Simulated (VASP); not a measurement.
Runs of VASP 6.6.1 on AlN. The structure is that of space group F-43m (No. 216), or close to it. The cells are those of the table. 

```csv
cell,gap on the mesh (eV),pressure (GPa),largest force (eV/Å)
"a = 3.090, b = 3.090, c = 3.059 Å, angles 60.3, 60.3, 60.7°, 2 atoms",(a),-0.3,0.17
"a = 3.090, b = 3.090, c = 3.098 Å, angles 59.9, 59.9, 59.8°, 2 atoms",3.92,-0.4,0.04
"a = 3.090, b = 3.090, c = 3.129 Å, angles 59.6, 59.6, 59.2°, 2 atoms",3.85,-0.2,0.22
"a = 3.090, b = 3.090, c = 3.144 Å, angles 59.4, 59.4, 58.8°, 2 atoms",3.81,-0.1,(c)
"a = 3.090, b = 3.090, c = 3.105 Å, angles 59.8, 59.8, 59.7°, 2 atoms",3.90,-0.4,0.09
"a = 3.090, b = 3.090, c = 3.136 Å, angles 59.5, 59.5, 59.0°, 2 atoms",(b),-0.2,0.26
"a = 3.090, b = 3.090, c = 3.028 Å, angles 60.7, 60.7, 61.3°, 2 atoms",3.79,0.0,0.35
"a = 3.090, b = 3.090, c = 3.113 Å, angles 59.8, 59.8, 59.5°, 2 atoms",3.89,-0.3,0.13
```

Alike in all rows: task single point; level r2SCAN; potentials or basis VASP PAW PBE potentials, release 64 (Al, N); no spin polarisation; k mesh 10 × 10 × 10; cutoff (eV) 520; smearing gaussian 0.05 eV.

Fill in the values left out.

(a) 3.87; (b) 3.83; (c) 0.31.

Caveats: the PAW data sets were made with another functional, which shifts forces and pressure a little.

A k mesh can miss the band edges.
